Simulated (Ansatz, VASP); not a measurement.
**One calculation of Ti, two programs**

```
Ti
1.0
     2.88668    0.00000    0.00000
    -1.44334    2.49994    0.00000
     0.00000    0.00000    4.57407
Ti
2
Direct
  0.33333 0.66667 0.25000
  0.66667 0.33333 0.75000
```

Alike in both runs: functional PBE; dispersion D3(BJ); k mesh 18 × 18 × 10; occupations gaussian, width 0.1 eV; no spin polarisation.

Ansatz relaxed the structure, and its values are those at the end. VASP's run is a single point on that final structure, the one shown.

|  | VASP | Ansatz |
| --- | --- | --- |
| version | VASP 6.6.1 | Ansatz 0.2.0 |
| potentials or method | VASP PAW PBE potentials, release 64 (Ti_sv), cutoff 520 eV | scalar-relativistic, plane waves, PAW |
| valence electrons in the cell | 24 | 24 |

|  | VASP | Ansatz | Ansatz less VASP |
| --- | --- | --- | --- |
| gap on the k mesh at the Fermi level (eV) | none | none | - |
| pressure (GPa) | -0.5 | 0.0 | +0.54 |

A gap of «none» marks a metal or a gap that the smearing closes.
